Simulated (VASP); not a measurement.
Crystal: CoO.

```
Co O
1.0
     1.50547    0.86918    2.43993
    -1.50547    0.86918    2.43993
     0.00000   -1.73837    2.43993
Co O
1 1
Direct
  0.00000 0.00000 0.00000
  0.50000 0.50000 0.50000
```

Base run:

* Program: VASP 6.6.1
* Functional: PBEsol
* Potentials or basis: VASP PAW PBE potentials, release 64 (Co, O)
* Cutoff: 520 eV
* k mesh: 18 × 18 × 18
* Occupations: gaussian, width 0.1 eV
* Spin: collinear spin, ferromagnetic start
* Starting moments: [1.98, 0.11] μB
* Fixed moment: 2 μB

Its results: pressure -17.8 GPa; net moment 2.00 μB per cell; site moments Co +1.87; O +0.10 μB.

Question: The run is repeated on the same cell with these changes: fixed moment from 2 μB to none; moments at the start from [1.98, 0.11] to [4.5, 2.5]. What comes out?

Answer: Pressure -9.5 GPa; net moment 2.93 μB per cell; site moments Co +2.56; O +0.32 μB.

Caveats: the cell stands under tension; the PAW data sets were made with another functional, which shifts forces and pressure a little; a cell with one magnetic atom can't hold antiferromagnetic order, which such compounds often take; the total moment is fixed, so each spin has its own Fermi level and the state may be an excited one (at least some runs).
